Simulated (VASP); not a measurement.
## GeSb4Se: single point with PBE

Crystal: GeSb4Se.

```
Ge Sb Se
1.0
     4.70575    0.00000    0.00000
     0.00000    4.70575    0.00000
     0.00000    0.00000    6.66159
Ge Sb Se
1 4 1
Direct
  0.50000 0.50000 0.50000
  0.50000 0.00000 0.74647
  0.00000 0.50000 0.25353
  0.50000 0.00000 0.25353
  0.00000 0.50000 0.74647
  0.00000 0.00000 0.00000
```

```
Program             : VASP 6.6.1
Task                : single point
Functional          : PBE
Potentials or basis : VASP PAW PBE potentials, release 64 (Ge_d, Sb, Se)
Cutoff              : 520 eV
k mesh              : 4 × 4 × 4
Occupations         : gaussian, width 0.1 eV
Spin                : no spin polarisation
```

The pressure is 11.0 GPa and the largest force is 0.179 eV/Å. The band gap on the k mesh is zero (band 20 reaches 9.85 eV, above the bottom of band 21 at 6.38 eV).

Forces in eV/Å, atoms in the order of the input:
```
Ge   0.000  0.000  0.000
Sb   0.000  0.000  0.179
Sb   0.000  0.000 -0.179
Sb   0.000  0.000 -0.179
Sb   0.000  0.000  0.179
Se   0.000  0.000  0.000
```

Stress tensor (GPa, compression positive):
```
11.14  0.00  0.00
 0.00 11.14  0.00
 0.00  0.00 10.70
```

Levels at points of the mesh, in eV from the Fermi level:
| k point | band 18 | band 19 | band 20 | band 21 | band 22 | band 23 |
| --- | --- | --- | --- | --- | --- | --- |
| (0.00, 0.00, 0.00) | -2.74 | -2.74 | -2.70 | 1.69 | 2.20 | 2.20 |
| (0.50, 0.00, 0.00) | -1.01 | -0.86 | -0.67 | 0.00 | 0.66 | 1.32 |
| (0.50, 0.50, 0.00) | 0.76 | 0.76 | 1.86 | 2.50 | 2.57 | 2.57 |
| (0.00, 0.00, 0.50) | -0.64 | -0.61 | -0.61 | 0.27 | 0.38 | 0.38 |
| (0.50, 0.00, 0.50) | -1.72 | -1.68 | -1.67 | -1.61 | 1.39 | 1.95 |
| (0.50, 0.50, 0.50) | -2.26 | -0.59 | -0.38 | 1.54 | 2.33 | 2.33 |

Wall time 49 s on 1 thread of AMD EPYC 7R13 Processor (Zen 3), with other jobs on the host, peak memory 0.25 GiB.

Caveat: spin-orbit coupling is left out, which moves the levels of the heavy elements.
